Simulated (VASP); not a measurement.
# Ni in VASP: single point with PBEsol

Aim: the single point of Ni with PBEsol.

Everything below comes from runs of VASP 6.6.1. Logs are shortened: lines on timing, memory, paths and dates and some standing lists are left out, and cuts for length are marked.

### Step 1. The cell of the first run

The cell holds a slab with vacuum, 5 atoms: a = 2.449 Å, b = 2.449 Å, c = 23.926 Å, α = 90.00°, β = 90.00°, γ = 90.00°.

### Step 2. Single point, PBEsol, collinear spin, ferromagnetic start

The input, INCAR:

```
SYSTEM = Ni
  PREC = Accurate
  ENCUT = 520
  EDIFF = 1E-6
  ISMEAR = 0
  SIGMA = 0.1
  LREAL = .FALSE.
  LASPH = .TRUE.
  NELM = 150
  ALGO = Normal
  ISIF = 2
  LWAVE = .FALSE.
  LCHARG = .FALSE.
  ISPIN = 2
  MAGMOM = 0.73 0.73 0.73 0.73 0.73
  LORBIT = 11
  LMAXMIX = 4
  LDIPOL = .TRUE.
  IDIPOL = 3
  DIPOL = 0.5 0.5 0.500
  GGA = PS
  NBANDS = 37
```

The input, KPOINTS:

```
regular mesh
0
G
  12 12 1
  0 0 0
```

The input, POSCAR:

```
Ni
1.0
    2.4488168674      0.0000000000      0.0000000000
    0.0000000000      2.4488168674      0.0000000000
    0.0000000000      0.0000000000     23.9263000512
Ni
5
Direct
    0.5000000000      0.5000000000      0.3552576028
    0.0000000000      0.0000000000      0.4276288014
    0.5000000000      0.5000000000      0.5003765752
    0.0000000000      0.0000000000      0.5734306136
    0.5000000000      0.5000000000      0.6430558297
```

Potentials or basis: VASP PAW PBE potentials, release 64 (Ni).

Run with:

```bash
cat potpaw_PBE.64/Ni/POTCAR > POTCAR
mpirun -np 1 vasp_std > vasp.out
```

OUTCAR:

```text
SYSTEM = Ni
   PREC = Accurate
   ENCUT = 520
   EDIFF = 1E-6
   ISMEAR = 0
   LREAL = .FALSE.
   LASPH = .TRUE.
   NELM = 150
   ISIF = 2
   ISPIN = 2
   LORBIT = 11
   GGA = PS

 ion  position               nearest neighbor table
   1  0.500  0.500  0.355-   2 2.45   2 2.45   2 2.45   2 2.45
   2  0.000  0.000  0.428-   1 2.45   1 2.45   1 2.45   1 2.45   3 2.46   3 2.46   3 2.46   3 2.46

   3  0.500  0.500  0.500-   2 2.46   2 2.46   2 2.46   2 2.46   4 2.46   4 2.46   4 2.46   4 2.46

   4  0.000  0.000  0.573-   5 2.40   5 2.40   5 2.40   5 2.40   3 2.46   3 2.46   3 2.46   3 2.46

   5  0.500  0.500  0.643-   4 2.40   4 2.40   4 2.40   4 2.40

  LATTYP: Found a simple tetragonal cell.
 ALAT       =     2.4488168674
 C/A-ratio  =     9.7705550667

  Lattice vectors:

 A1 = (   2.4488168674,   0.0000000000,   0.0000000000)
 A2 = (   0.0000000000,   2.4488168674,   0.0000000000)
 A3 = (   0.0000000000,   0.0000000000,  23.9263000512)

Analysis of symmetry for initial positions (statically):
=====================================================================
 Subroutine PRICEL returns:
 Original cell was already a primitive cell.

 Routine SETGRP: Setting up the symmetry group for a
 simple tetragonal supercell.

 Subroutine GETGRP returns: Found  8 space group operations
 (whereof  8 operations were pure point group operations)
 out of a pool of 16 trial point group operations.

The static configuration has the point symmetry C_4v.

Analysis of symmetry for dynamics (positions and initial velocities):
=====================================================================
 Subroutine PRICEL returns:
 Original cell was already a primitive cell.

 Routine SETGRP: Setting up the symmetry group for a
 simple tetragonal supercell.

 Subroutine GETGRP returns: Found  8 space group operations
 (whereof  8 operations were pure point group operations)
 out of a pool of 16 trial point group operations.

The dynamic configuration has the point symmetry C_4v.

Analysis of structural, dynamic, and magnetic symmetry:
=====================================================================
 Subroutine PRICEL returns:
 Original cell was already a primitive cell.

 Routine SETGRP: Setting up the symmetry group for a
 simple tetragonal supercell.

 Subroutine GETGRP returns: Found  8 space group operations
 (whereof  8 operations were pure point group operations)
 out of a pool of 16 trial point group operations.

The overall configuration has the point symmetry C_4v.

 Subroutine INISYM returns: Found  8 space group operations
 (whereof  8 operations are pure point group operations),
 and found     1 'primitive' translations

----------------------------------------------------------------------------------------

                                     Primitive cell

  volume of cell :     143.4789

  direct lattice vectors                    reciprocal lattice vectors
     2.448816867  0.000000000  0.000000000     0.408360467  0.000000000  0.000000000
     0.000000000  2.448816867  0.000000000     0.000000000  0.408360467  0.000000000
     0.000000000  0.000000000 23.926300051     0.000000000  0.000000000  0.041795012

  length of vectors
     2.448816867  2.448816867 23.926300051     0.408360467  0.408360467  0.041795012

  position of ions in fractional coordinates (direct lattice)
     0.500000000  0.500000000  0.355257603
     0.000000000  0.000000000  0.427628801
     0.500000000  0.500000000  0.500376575
     0.000000000  0.000000000  0.573430614
     0.500000000  0.500000000  0.643055830

  ion indices of the primitive-cell ions
   primitive index   ion index
                 1           1
                 2           2
                 3           3
                 4           4
                 5           5

----------------------------------------------------------------------------------------

 KPOINTS: regular mesh

Automatic generation of k-mesh.
 Grid dimensions read from file:
 generate k-points for:   12   12    1

 Generating k-lattice:
[... 43 lines left out ...]
 [... further k-points ...]
   k-points           NKPTS =     28   k-points in BZ     NKDIM =     28   number of bands    NBANDS=     37
   number of dos      NEDOS =    301   number of ions     NIONS =      5
   total plane-waves  NPLWV =  58320
   dimension x,y,z NGX =    18 NGY =   18 NGZ =  180
   dimension x,y,z NGXF=    36 NGYF=   36 NGZF=  360
   ions per type =               5
   NGX,Y,Z   is equivalent  to a cutoff of  12.22, 12.22, 12.51 a.u.
   NGXF,Y,Z  is equivalent  to a cutoff of  24.44, 24.44, 25.01 a.u.
 SYSTEM =  Ni
   PREC   = accura    normal or accurate (medium, high low for compatibility)
   ISTART =      0    job   : 0-new  1-cont  2-samecut
   ICHARG =      2    charge: 1-file 2-atom 10-const
   ISPIN  =      2    spin polarized calculation?
   LNONCOLLINEAR =      F non collinear calculations
   LSORBIT =      F    spin-orbit coupling
   LASPH  =      T    aspherical Exc in radial PAW
   ENCUT  =  520.0 eV  38.22 Ry    6.18 a.u.   4.55  4.55 44.49*2*pi/ulx,y,z
   NELM   =    150;   NELMIN=  2; NELMDL= -5     # of ELM steps
   EDIFF  = 0.1E-05   stopping-criterion for ELM
   LREAL  =      F    real-space projection
   EDIFFG = 0.1E-04   stopping-criterion for IOM
   NSW    =      0    number of steps for IOM
   IBRION =     -1    ionic relax: 0-MD 1-quasi-New 2-CG
   NFREE  =      0    steps in history (QN), initial steepest desc. (CG)
   ISIF   =      2    stress and relaxation
   ISYM   =      2    0-nonsym 1-usesym 2-fastsym
   POTIM  = 0.5000    time-step for ionic-motion
   TEBEG  =    0.0;   TEEND  =   0.0 temperature during run
   PSTRESS=    0.0 pullay stress
   NELECT =      50.0000    total number of electrons
   NUPDOWN=      -1.0000    fix difference up-down
   EMIN   =  10.00;   EMAX   =-10.00  energy-range for DOS
   EFERMI =   0.00;   METHOD = LEGACY
   ISMEAR =     0;   SIGMA  =   0.10  broadening in eV -4-tet -1-fermi 0-gaus
   EFERMI_NEDOS =   21; number of points for ismear=-14 and -15
   IALGO  =     38    algorithm
   IMIX   =      4    mixing-type and parameters
     AMIX     =   0.40;   BMIX     =  1.00
     AMIX_MAG =   1.60;   BMIX_MAG =  1.00
  volume/ion in A,a.u.               =      28.70       193.65
  Fermi-wavevector in a.u.,A,eV,Ry     =   1.152043  2.177046 18.057702  1.327204
  Thomas-Fermi vector in A             =   2.288697
   LORBIT       =     11    0 simple, 1 ext, 2 COOP (PROOUT), +10 PAW based schemes
   GGA     = PS    functional components
   LHFCALC =     F    Hartree Fock is set to
   AEXX    =    0.0000 exact exchange contribution
   IVDW    =     0    specifies the selected vdW correction
   LEPSILON=     F    determine dielectric tensor
   LRPA    =     F    only Hartree local field effects (RPA)
 spin polarized calculation
 Gauss-broadening in eV      SIGMA  =   0.10
  energy-cutoff  :      520.00
  volume of cell :      143.48
 maximum number of plane-waves:      3949
   NGX =  9   NGY =  9   NGZ = 89

 dipolmoment           0.000000      0.000000      0.000209 electrons x Angstroem

 number of electron      50.0000057 magnetization       3.3137318

 dipolmoment           0.000000      0.000000     -0.000022 electrons x Angstroem

 Free energy of the ion-electron system (eV)
  ---------------------------------------------------
  ext. energy  EPLUGINS =         0.00000000
  ---------------------------------------------------
  free energy    TOTEN  =       -28.71237688 eV

  energy without entropy =      -28.66704421  energy(sigma->0) =      -28.68971055

 E-fermi :   0.4108     XC(G=0):  -5.7835

 val. band max:        0.4076338362   @ k =   0.1667   0.0000   0.0000
 cond. band min:       0.4236806985   @ k =   0.5000   0.5000   0.0000
 fundamental gap:      0.0160468623
 Fermi energy:         0.4108164272

 spin component 1

 k-point     1 :       0.0000    0.0000    0.0000
  band No.  band energies     occupation
      1      -8.5319      1.00000
      2      -7.3037      1.00000
      3      -5.5766      1.00000
      4      -4.4322      1.00000
      5      -4.3656      1.00000
      6      -3.8944      1.00000
[... 949 lines left out ...]
     36      11.2474      0.00000
     37      12.1290      0.00000

 [... further k-points ...]

 spin component 2

 k-point     1 :       0.0000    0.0000    0.0000
  band No.  band energies     occupation
      1      -8.5368      1.00000
      2      -7.2998      1.00000
      3      -5.5298      1.00000
      4      -4.2065      1.00000
      5      -4.0520      1.00000
      6      -3.3064      1.00000
[... 949 lines left out ...]
     36      11.4557      0.00000
     37      12.3077      0.00000

 [... further k-points ...]

------------------------ aborting loop because EDIFF is reached ----------------------------------------

 vacuum level on the upper side and lower side of the slab       (xc-potential included)        -0.048        -0.014

  FORCE on cell =-STRESS in cart. coord.  units (eV):
  Direction    XX          YY          ZZ          XY          YZ          ZX
  --------------------------------------------------------------------------------------
  -------------------------------------------------------------------------------------
  Total       -2.1392967     -2.1392967     -0.6229680      0.0000000     -0.0000000      0.0000000
  in kB      -23.8887514    -23.8887514     -6.9564578      0.0000000     -0.0000000      0.0000000
  external PRESSURE =     -18.2446535 kB  Pullay stress =       0.0000000 kB

 VOLUME and BASIS-vectors are now :
 -----------------------------------------------------------------------------
  energy-cutoff  :      520.00
  volume of cell :      143.48
      direct lattice vectors                 reciprocal lattice vectors
     2.448816867  0.000000000  0.000000000     0.408360467  0.000000000  0.000000000
     0.000000000  2.448816867  0.000000000     0.000000000  0.408360467  0.000000000
     0.000000000  0.000000000 23.926300051     0.000000000  0.000000000  0.041795012

 POSITION                                       TOTAL-FORCE (eV/Angst)
 -----------------------------------------------------------------------------------
      1.22441      1.22441      8.50000         0.000000      0.000000      0.364232
      0.00000      0.00000     10.23158         0.000000      0.000000     -0.359621
      1.22441      1.22441     11.97216         0.000000     -0.000000      0.002323
      0.00000      0.00000     13.72007         0.000000      0.000000     -0.027706
      1.22441      1.22441     15.38595         0.000000      0.000000      0.020772
 -----------------------------------------------------------------------------------
    total drift:                                0.000000      0.000000     -0.000200

  FREE ENERGIE OF THE ION-ELECTRON SYSTEM (eV)
  ---------------------------------------------------
  free  energy   TOTEN  =       -28.7123768825 eV

  energy  without entropy=      -28.6670442146  energy(sigma->0) =      -28.68971055

 vacuum level on the upper side and lower side of the slab         5.352         5.465

 total charge

# of ion       s       p       d       tot
------------------------------------------
    1        0.488   0.370   8.325   9.183
    2        0.516   0.541   8.330   9.387
    3        0.518   0.540   8.331   9.389
    4        0.524   0.559   8.337   9.420
    5        0.499   0.389   8.335   9.223
--------------------------------------------------
tot          2.546   2.398  41.657  46.601

 magnetization (x)

# of ion       s       p       d       tot
------------------------------------------
    1       -0.002  -0.017   0.753   0.733
    2       -0.007  -0.023   0.662   0.632
    3       -0.007  -0.024   0.665   0.635
    4       -0.007  -0.024   0.665   0.634
    5       -0.003  -0.018   0.746   0.725
--------------------------------------------------
tot         -0.027  -0.106   3.491   3.359
```

It took 20 min on 1 thread of AMD EPYC 9755, shared host; peak memory 0.39 GiB.

What came out:

```
Free energy                                           : -28.7124 eV
Largest force                                         : 0.364 eV/Å
Net moment                                            : 3.31 μB per cell
Site moments                                          : Ni +0.73, +0.63, +0.64, +0.72 μB
Valence electrons inside the program's atomic spheres : Ni 9.18, 9.39, 9.42, 9.22
```

Forces in eV/Å, atoms in the order of the input:
```
Ni   0.000  0.000  0.364
Ni   0.000  0.000 -0.360
Ni   0.000  0.000  0.002
Ni   0.000  0.000 -0.028
Ni   0.000  0.000  0.021
```

Levels at points of the mesh, in eV from the Fermi level:
Spin up:
```csv
k point,band 23,band 24,band 25,band 26,band 27,band 28,band 29,band 30,band 31,band 32
"(0.00, 0.00, 0.00)",-0.80,-0.80,-0.80,-0.61,-0.54,-0.51,-0.51,0.53,1.86,4.89
"(0.50, 0.00, 0.00)",-0.68,-0.68,-0.59,0.15,0.62,0.96,1.01,1.11,4.70,4.88
"(0.50, 0.50, 0.00)",-0.40,-0.19,-0.15,3.28,3.28,5.18,5.18,7.65,7.65,9.74
```
Spin down:
```csv
k point,band 21,band 22,band 23,band 24,band 25,band 26
"(0.00, 0.00, 0.00)",-0.58,-0.40,-0.12,0.06,0.06,0.18
"(0.50, 0.00, 0.00)",-0.16,0.07,0.08,0.11,0.18,0.22
"(0.50, 0.50, 0.00)",0.33,0.38,0.43,0.67,0.72,3.36
```

Caveat: the PAW data sets were made with another functional, which shifts forces and pressure a little.
